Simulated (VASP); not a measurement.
Here is a VASP 6.6.1 calculation.

INCAR

```
SYSTEM = SrO
PREC     = Accurate       ! precision mode
ENCUT    = 520            ! plane-wave cutoff, eV
EDIFF    = 1E-7           ! SCF threshold, eV
ISMEAR   = 0              ! smearing method
SIGMA    = 0.1            ! smearing width, eV
LREAL    = .False.        ! projectors in reciprocal space
LASPH    = .True.         ! aspherical terms in the spheres
NELM     = 60             ! most SCF steps
ALGO     = Normal         ! electronic algorithm
ISIF     = 2              ! what is computed and relaxed
LWAVE    = .False.        ! write WAVECAR
LCHARG   = .False.        ! write CHGCAR
GGA      = PE             ! functional
NBANDS   = 42             ! bands
```

KPOINTS

```
regular mesh
0
Gamma
  4 2 2
  0 0 0
```

The input POSCAR:

```
SrO
1.0
   -2.8068086803      0.0000000000     -2.8068086803
   -2.8068086803     -5.6136173605      2.8068086803
   -2.8068086803      5.6136173605      2.8068086803
Sr O
4 4
Direct
    0.0000000000      0.7500000000      0.2500000000
    0.5000000000      0.2500000000      0.2500000000
    0.5000000000      0.7500000000      0.7500000000
    0.0000000000      0.2500000000      0.7500000000
    0.5000000000      0.8750000000      0.1250000000
    0.0000000000      0.3750000000      0.1250000000
    0.0000000000      0.8750000000      0.6250000000
    0.5000000000      0.3750000000      0.6250000000
```

Potentials or basis: VASP PAW PBE potentials, release 64 (Sr_sv, O).

The run is started by

```console
$ cat potpaw_PBE.64/Sr_sv/POTCAR potpaw_PBE.64/O/POTCAR > POTCAR
$ mpirun -np 1 vasp_std > vasp.out
```

(1) What does it give for the band gap on the k mesh?

(2) Estimate the pressure.

## Answers

(1) 2.48 eV.

(2) 0.4 GPa.

Caveat: the k points lie up to 0.48 Å⁻¹ apart.
